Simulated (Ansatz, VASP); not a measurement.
**Two plane-wave programs on HfO2**

```xyz
6
Lattice="4.8382 0.0000 0.0000 0.0000 4.8382 0.0000 0.0000 0.0000 3.3492" Properties=species:S:1:pos:R:3 pbc="T T T"
Hf    0.0000    0.0000    0.0000
Hf    2.4191    2.4191    1.6746
O     0.9339    3.9043    1.6746
O     1.4852    1.4852    0.0000
O     3.3530    3.3530    0.0000
O     3.9043    0.9339    1.6746
```

Change from the starting cell: strain along c alone, the other axes held, atoms relaxed: +4.0 %.

Alike in both runs: functional r2SCAN; k mesh 6 × 6 × 8; occupations gaussian, width 0.02 eV; no spin polarisation.

Ansatz relaxed the structure, and its values are those at the end. VASP's run is a single point on that final structure, the one shown.

|  | VASP | Ansatz |
| --- | --- | --- |
| version | VASP 6.6.1 | Ansatz 0.2.0 |
| potentials or method | VASP PAW PBE potentials, release 64 (Hf_pv, O), cutoff 520 eV | scalar-relativistic, plane waves, PAW |
| valence electrons in the cell | 44 | 76 |

```csv
,VASP,Ansatz,Ansatz less VASP
gap on the k mesh at the Fermi level (eV),4.33,4.38,+0.052
least direct gap on the mesh (eV),4.33,4.38,+0.052
pressure (GPa),-12.5,-9.6,+2.96
rms of the force components (eV/Å),0.013,0.000,-0.0133
```

VASP's potentials were made for PBE, not for r2SCAN. VASP's potentials hold 44 valence electrons a cell and Ansatz's 76, so a difference there can come from the potentials and not from the codes. Ansatz's warnings: stress scf threshold loose.

Neither program's run includes spin-orbit coupling.
